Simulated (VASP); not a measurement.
Wanted: the native input for a VASP 6.6.1 run.

```
Task                   : single point
Functional             : PBEsol
Potentials or basis    : VASP PAW PBE potentials, release 64 (Sr_sv, Ti_sv, O)
Cutoff                 : 520 eV
k mesh                 : 8 × 8 × 8
Occupations            : gaussian, width 0.01 eV
Spin                   : no spin polarisation
Dipole correction      : no
Further INCAR settings : ALGO = Normal; EDIFF = 1e-06; NBANDS = 28
```

The structure of SrTiO3 lies in POSCAR:

```
SrTiO3
1.0
    3.8911204492      0.0000000000      0.0000000000
    0.0000000000      3.8911204492      0.0000000000
    0.0000000000      0.0000000000      3.8911204492
Sr Ti O
1 1 3
Direct
    0.5000000000      0.5000000000      0.5000000000
    0.0000000000      0.0000000000      0.0000000000
    0.5000000000      0.0000000000      0.0000000000
    0.0000000000      0.5000000000      0.0000000000
    0.0000000000      0.0000000000      0.5000000000
```

These files were run (other wordings do the same):

INCAR

```
SYSTEM = SrTiO3
ALGO = Normal
EDIFF = 1E-6
ENCUT = 520
GGA = PS
ISIF = 2
ISMEAR = 0
LASPH = .TRUE.
LCHARG = .FALSE.
LREAL = .FALSE.
LWAVE = .FALSE.
NBANDS = 28
NELM = 60
PREC = Accurate
SIGMA = 0.01
```

KPOINTS

```
k-points
0
G
  8 8 8
  0 0 0
```

Potentials or basis: VASP PAW PBE potentials, release 64 (Sr_sv, Ti_sv, O).

The run is started by

```bash
$ cat potpaw_PBE.64/Sr_sv/POTCAR potpaw_PBE.64/Ti_sv/POTCAR potpaw_PBE.64/O/POTCAR > POTCAR
$ mpirun -np 1 vasp_std > vasp.out
```

Results of the run:

| Item | Value |
| --- | --- |
| Pressure | 0.7 GPa |
| Band gap on the k mesh | 1.82 eV (least direct gap 2.17 eV) |

Caveat: the PAW data sets were made with another functional, which shifts forces and pressure a little.

Run time: 29 s on 1 thread of Intel(R) Xeon(R) 6975P-C (Granite Rapids), with other jobs on the host, peak memory 0.2 GiB.
